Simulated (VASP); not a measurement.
## ZnSe (an interface model): single point with PBEsol

ZnSe (an interface model):

```
CELL_PARAMETERS angstrom
3.98327 0.00000 0.00000
0.00000 5.63320 0.00000
0.00000 0.00000 15.93310
ATOMIC_POSITIONS crystal
Zn 0.00000 0.00000 0.00000
Zn 0.50000 0.50000 0.12500
Zn 0.00000 0.00000 0.25000
Zn 0.50000 0.50000 0.37500
Zn 0.50000 0.25000 0.50000
Zn 0.00000 0.75000 0.62500
Zn 0.50000 0.25000 0.75000
Zn 0.00000 0.75000 0.87500
Se 0.00000 0.75000 0.12500
Se 0.50000 0.25000 0.25000
Se 0.00000 0.75000 0.37500
Se 0.00000 0.00000 0.50000
Se 0.50000 0.50000 0.62500
Se 0.00000 0.00000 0.75000
Se 0.50000 0.50000 0.87500
Se 0.50000 0.25000 0.00000
```

```
Program                : VASP 6.6.1
Task                   : single point
Functional             : PBEsol
Potentials or basis    : VASP PAW PBE potentials, release 64 (Zn, Se)
Cutoff                 : 520 eV
k mesh                 : 8 × 6 × 2
Occupations            : gaussian, width 0.05 eV
Spin                   : no spin polarisation
Dipole correction      : no
Further INCAR settings : LREAL = Auto; ALGO = Fast; EDIFF = 1e-07; NBANDS = 86
```

```yaml
Pressure: 2.5 GPa
Largest_force: 0.945 eV/Å
Band_gap_on_the_k_mesh: zero (bands 72 and 73 overlap by 0.15 eV)
```

Forces on the atoms (eV/Å):
```
Zn   0.000 -0.491 -0.508
Zn   0.000  0.045  0.085
Zn   0.000  0.045 -0.085
Zn   0.000 -0.491  0.508
Zn   0.000  0.491 -0.508
Zn   0.000 -0.045  0.085
Zn   0.000 -0.045 -0.085
Zn   0.000  0.491  0.508
Se   0.000  0.090  0.274
Se   0.000  0.090 -0.274
Se   0.000 -0.108 -0.939
Se   0.000  0.108  0.939
Se   0.000 -0.090  0.274
Se   0.000 -0.090 -0.274
Se   0.000  0.108 -0.939
Se   0.000 -0.108  0.939
```

Stress tensor (GPa, compression positive):
```
2.37 0.00 0.00
0.00 2.63 0.00
0.00 0.00 2.40
```

Levels at points of the mesh, in eV from the Fermi level:
```
           k point  band 69  band 70  band 71  band 72  band 73  band 74  band 75  band 76
(0.00, 0.00, 0.00)    -1.45    -1.21    -0.75    -0.54     0.26     0.36     1.82     1.97
(0.50, 0.00, 0.00)    -2.88    -2.88    -0.35    -0.35     0.10     0.10     1.66     1.66
(0.00, 0.50, 0.00)    -2.00    -2.00    -0.33    -0.33     0.02     0.02     1.25     1.25
(0.50, 0.50, 0.00)    -2.18    -2.18    -0.44    -0.44    -0.05    -0.05     2.43     2.43
(0.00, 0.00, 0.50)    -1.28    -1.28    -0.97    -0.97     0.56     0.56     1.90     1.90
(0.50, 0.00, 0.50)    -2.82    -2.82    -0.55    -0.55     0.29     0.29     1.84     1.84
(0.00, 0.50, 0.50)    -2.01    -2.01    -0.48    -0.48     0.21     0.21     1.29     1.29
(0.50, 0.50, 0.50)    -2.40    -2.40    -0.83    -0.83     0.39     0.39     2.19     2.19
```

Wall time 35 min on 1 thread of Oxide Virtual Turin-like Processor (shared host), peak memory 0.83 GiB.

Caveat: the PAW data sets were made with another functional, which shifts forces and pressure a little.
